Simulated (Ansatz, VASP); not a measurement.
# One calculation of Li3Ge4N, two programs

```
Li Ge N
1.0
    -2.44085    2.44085    5.44194
     2.44085   -2.44085    5.44194
     2.44085    2.44085   -5.44194
Li Ge N
3 4 1
Cartesian
  0.0000 0.0000 7.2814
  0.0000 0.0000 3.6025
  0.0000 0.0000 0.0000
  0.0000 2.4409 0.0000
  0.0000 2.4409 5.4419
  0.0000 2.4409 2.7210
  2.4409 0.0000 2.7210
  0.0000 0.0000 5.4419
```

Alike in both runs: functional PBE; k mesh 5 × 5 × 5; occupations gaussian, width 0.2 eV; no spin polarisation.

Ansatz relaxed the structure, and its values are those at the end. VASP's run is a single point on that final structure, the one shown.

|  | VASP | Ansatz |
| --- | --- | --- |
| version | VASP 6.6.1 | Ansatz 0.2.0 |
| potentials or method | VASP PAW PBE potentials, release 64 (Li_sv, Ge_d, N), cutoff 520 eV | scalar-relativistic, plane waves, PAW |
| valence electrons in the cell | 70 | 70 |

```tsv
	VASP	Ansatz	Ansatz less VASP
gap on the k mesh at the Fermi level (eV)	none	none	-
rms of the force components (eV/Å)	0.012	0.000	-0.0116
```

A gap of «none» marks a metal or a gap that the smearing closes.

The k mesh is coarse, so the values compare programs but aren't converged. Noted on VASP's run: the cutoff is short for stress, so the pressure is rough.
